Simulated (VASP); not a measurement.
# Al3Pd (Pm-3m) in VASP: a series of runs, part 3 of 3

VASP 6.6.1.

### 6 Single point, LDA (volume scaled by 1.04)

Input file INCAR:

```
ALGO     = Normal         # electronic algorithm
EDIFF    = 1E-7           # SCF threshold, eV
ENCUT    = 520            # plane-wave cutoff, eV
ISIF     = 2              # what is computed and relaxed
ISMEAR   = -1             # smearing method
LASPH    = True           # aspherical terms in the spheres
LCHARG   = True           # write CHGCAR
LELF     = True           # ELF
LREAL    = False          # projectors in reciprocal space
LVHAR    = True         
LWAVE    = False          # write WAVECAR
NBANDS   = 18             # bands
NELM     = 60             # most SCF steps
PREC     = Accurate       # precision mode
SIGMA    = 0.05           # smearing width, eV
```

Input file KPOINTS:

```
k-points
0
Gamma
  7 7 7
```

Input file POSCAR:

```
Al3Pd
1.0
    3.9988489825      0.0000000000      0.0000000000
    0.0000000000      3.9988489825      0.0000000000
    0.0000000000      0.0000000000      3.9988489825
Pd Al
1 3
Direct
    0.0000000000      0.0000000000      0.0000000000
    0.5000000000      0.5000000000      0.0000000000
    0.5000000000      0.0000000000      0.5000000000
    0.0000000000      0.5000000000      0.5000000000
```

Potentials or basis: VASP PAW LDA potentials, release 64 (Pd, Al).

Command:

```
$ cat potpaw_LDA.64/Pd/POTCAR potpaw_LDA.64/Al/POTCAR > POTCAR
$ mpirun -np 1 vasp_std > vasp.out
```

Wall time 29 s (1 thread of AMD EPYC 7R13 (Zen 3), shared host); peak memory 0.12 GiB.

The run converged. Its results:

```
Free energy : -20.3333 eV
Pressure    : -8.3 GPa
```

Levels at points of the mesh, in eV from the Fermi level:
```
           k point  band 5  band 6  band 7  band 8  band 9  band 10  band 11  band 12  band 13  band 14
(0.00, 0.00, 0.00)   -3.55   -3.55   -2.23   -2.23   -2.23     0.13     1.53     1.53     5.58     5.58
```

### 7 Single point, LDA (volume scaled by 1.06)

Input file INCAR:

```
PREC = Accurate ; ENCUT = 520
EDIFF = 1E-6 ; ISMEAR = -1
SIGMA = 0.05 ; LREAL = F
LASPH = T ; NELM = 80
ALGO = Fast ; ISIF = 2
LWAVE = F ; LCHARG = F
GGA = CA ; NBANDS = 18
```

Input file KPOINTS:

```
Automatic mesh
0
Gamma
  7 7 7
```

Input file POSCAR:

```
Al3Pd
1.0
    4.0243200449      0.0000000000      0.0000000000
    0.0000000000      4.0243200449      0.0000000000
    0.0000000000      0.0000000000      4.0243200449
Pd Al
1 3
Direct
    0.0000000000      0.0000000000      0.0000000000
    0.5000000000      0.5000000000      0.0000000000
    0.5000000000      0.0000000000      0.5000000000
    0.0000000000      0.5000000000      0.5000000000
```

Potentials or basis: VASP PAW LDA potentials, release 64 (Pd, Al).

Command:

```
$ cat potpaw_LDA.64/Pd/POTCAR potpaw_LDA.64/Al/POTCAR > POTCAR
$ mpirun -np 1 vasp_std > vasp.out
```

OUTCAR:

```text
PREC = Accurate
   ENCUT = 520
   EDIFF = 1E-6
   ISMEAR = -1
   LREAL = F
   LASPH = T
   NELM = 80
   ISIF = 2
   GGA = CA

 ion  position               nearest neighbor table
   1  0.000  0.000  0.000-   2 2.85   3 2.85   4 2.85   3 2.85   4 2.85   2 2.85   4 2.85   4 2.85
                             2 2.85   3 2.85   3 2.85   2 2.85
   2  0.500  0.500  0.000-   1 2.85   3 2.85   4 2.85   3 2.85   4 2.85   1 2.85   3 2.85   3 2.85
                             1 2.85   4 2.85   4 2.85   1 2.85
   3  0.500  0.000  0.500-   1 2.85   2 2.85   4 2.85   1 2.85   2 2.85   2 2.85   4 2.85   2 2.85
                             1 2.85   4 2.85   1 2.85   4 2.85
   4  0.000  0.500  0.500-   1 2.85   2 2.85   3 2.85   1 2.85   2 2.85   1 2.85   3 2.85   1 2.85
                             2 2.85   3 2.85   2 2.85   3 2.85

  LATTYP: Found a simple cubic cell.
 ALAT       =     4.0243200449

  Lattice vectors:

 A1 = (   4.0243200449,   0.0000000000,   0.0000000000)
 A2 = (   0.0000000000,   4.0243200449,   0.0000000000)
 A3 = (   0.0000000000,   0.0000000000,   4.0243200449)

Analysis of symmetry for initial positions (statically):
=====================================================================
[... 176 lines left out ...]
 fundamental gap:      0.0543338163
 Fermi energy:         8.4008569477

 k-point     1 :       0.0000    0.0000    0.0000
  band No.  band energies     occupation
      1      -2.2489      2.00000
      2       3.6456      2.00000
      3       3.6456      2.00000
      4       4.9316      2.00000
      5       4.9316      2.00000
      6       4.9316      2.00000
[... 397 lines left out ...]
      5       4.4423      2.00000
      6       4.6887      2.00000
[... 10 lines left out ...]
     17      19.3446      0.00000
     18      19.3572      0.00000

------------------------ aborting loop because EDIFF is reached ----------------------------------------

  FORCE on cell =-STRESS in cart. coord.  units (eV):
  Direction    XX          YY          ZZ          XY          YZ          ZX
  --------------------------------------------------------------------------------------
  -------------------------------------------------------------------------------------
  Total       -3.9587943     -3.9587943     -3.9587943      0.0000000      0.0000000     -0.0000000
  in kB      -97.3186284    -97.3186284    -97.3186284      0.0000000      0.0000000     -0.0000000
  external PRESSURE =     -97.3186284 kB  Pullay stress =       0.0000000 kB

 VOLUME and BASIS-vectors are now :
 -----------------------------------------------------------------------------
  energy-cutoff  :      520.00
  volume of cell :       65.17
      direct lattice vectors                 reciprocal lattice vectors
     4.024320045  0.000000000  0.000000000     0.248489183  0.000000000  0.000000000
     0.000000000  4.024320045  0.000000000     0.000000000  0.248489183  0.000000000
     0.000000000  0.000000000  4.024320045     0.000000000  0.000000000  0.248489183

 POSITION                                       TOTAL-FORCE (eV/Angst)
 -----------------------------------------------------------------------------------
      0.00000      0.00000      0.00000         0.000000      0.000000      0.000000
      2.01216      2.01216      0.00000         0.000000      0.000000      0.000000
      2.01216      0.00000      2.01216         0.000000      0.000000      0.000000
      0.00000      2.01216      2.01216         0.000000      0.000000      0.000000
 -----------------------------------------------------------------------------------
    total drift:                               -0.000000     -0.000000      0.000000

  FREE ENERGIE OF THE ION-ELECTRON SYSTEM (eV)
  ---------------------------------------------------
  free  energy   TOTEN  =       -20.2642083208 eV

  energy  without entropy=      -20.2391324475  energy(sigma->0) =      -20.25167038
```

It took 30 s on 1 thread of AMD EPYC 7R13 (Zen 3), shared host; peak memory 0.12 GiB.

What came out:

```yaml
Free_energy: -20.2642 eV
Pressure: -9.7 GPa
```

### 8 Summary

| cell | gap on the mesh (eV) | pressure (GPa) |
| --- | --- | --- |
| a = 3.894 Å, 4 atoms | none | 0.0 |
| a = 3.920 Å, 4 atoms | none | -2.5 |
| a = 3.947 Å, 4 atoms | none | -4.6 |
| a = 3.973 Å, 4 atoms | none | -6.5 |
| a = 3.999 Å, 4 atoms | none | -8.3 |
| a = 4.024 Å, 4 atoms | none | -9.7 |

Alike in all rows: task single point; level LDA; potentials or basis VASP PAW LDA potentials, release 64 (Pd, Al); no spin polarisation; k mesh 7 × 7 × 7; cutoff (eV) 520; smearing fermi-dirac 0.05 eV.

Total energies depend on the potentials used, so only differences within one code and one set of settings carry meaning.
